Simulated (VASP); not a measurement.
BPd4, 5 atoms in the cell. The typed cell holds 5 atoms: a = 2.892 Å, b = 4.365 Å, c = 5.856 Å, α = 90.00°, β = 90.00°, γ = 90.00°. 

| Quantity | Value |
| --- | --- |
| Program | VASP 6.6.1 |
| Task | single point |
| Functional | LDA |
| Potentials or basis | VASP PAW LDA potentials, release 64 (Pd, B) |
| Cutoff | 520 eV |
| k mesh | 15 × 10 × 8 |
| Occupations | methfessel-paxton, width 0.05 eV |
| Spin | no spin polarisation |
| Dipole correction | no |
| Further INCAR settings | ALGO = Fast; EDIFF = 1e-06; NBANDS = 30 |

Potentials or basis: VASP PAW LDA potentials, release 64 (Pd, B).

The run is started by

```sh
$ cat potpaw_LDA.64/Pd/POTCAR potpaw_LDA.64/B/POTCAR > POTCAR
$ mpirun -np 1 vasp_std > vasp.out
```

Hardware: 1 thread of Intel(R) Xeon(R) 6975P-C (Granite Rapids), on a shared host.

How long does it take, and how much memory?

It took 8.5 min on 1 thread of Intel(R) Xeon(R) 6975P-C (Granite Rapids), on a shared host, peak memory 0.99 GiB. Counts: scf iterations 16, k points 602.
